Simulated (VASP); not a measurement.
TaN:

```
Ta N
1.0
     5.18500    0.00000    0.00000
    -2.59250    4.49034    0.00000
     0.00000    0.00000    2.90800
Ta N
3 3
Direct
  0.00000 0.00000 0.00000
  0.33333 0.66667 0.50000
  0.66667 0.33333 0.50000
  0.50000 0.00000 0.00000
  0.50000 0.50000 0.00000
  0.00000 0.50000 0.00000
```

- Program: VASP 6.6.1
- Task: relaxation of cell and atoms
- Functional: PBE
- Potentials or basis: VASP PAW PBE potentials, release 64 (Ta_pv, N)
- Cutoff: 600 eV
- k mesh: 6 × 6 × 9
- Occupations: fermi-dirac, width 0.05 eV
- Spin: no spin polarisation
- Hubbard terms: Ta d U = 1.0 eV

At the start: pressure 14.0 GPa; volume 11.28 Å³/atom.

Problem. Where does the relaxation end?

Solution. Over 10 steps the energy falls by 20.9 meV/atom and the volume is 11.79 Å³/atom (+4.5 %); space group P6/mmm (No. 191, to 0.1 Å) before and after.

The path:
| step | energy change (eV) | largest force (eV/Å) | pressure (GPa) | volume (Å³) |
| --- | --- | --- | --- | --- |
| 1 | 0.0000 | 0.0000 | 13.97 | 67.71 |
| 2 | 0.4840 | 0.0000 | -23.73 | 77.81 |
| 3 | -0.1220 | 0.0000 | -0.29 | 70.68 |
| 4 | -0.1222 | 0.0000 | 0.13 | 70.58 |
| 5 | -0.1221 | 0.0000 | 0.40 | 70.52 |
| 6 | -0.1254 | 0.0000 | 0.21 | 70.72 |
| 7 | -0.1255 | 0.0000 | 0.23 | 70.69 |
| 8 | -0.1255 | 0.0000 | 0.24 | 70.69 |
| 9 | -0.1254 | 0.0000 | -0.34 | 70.84 |
| 10 | -0.1255 | 0.0000 | 0.03 | 70.74 |

Final structure:
```
Ta N
1.0
     5.26766    0.00000    0.00000
    -2.63383    4.56193    0.00000
     0.00000    0.00000    2.94359
Ta N
3 3
Direct
  0.00000 0.00000 0.00000
  0.33333 0.66667 0.50000
  0.66667 0.33333 0.50000
  0.50000 0.00000 0.00000
  0.50000 0.50000 0.00000
  0.00000 0.50000 0.00000
```

Caveat: U without spin polarisation on a metal has little footing.
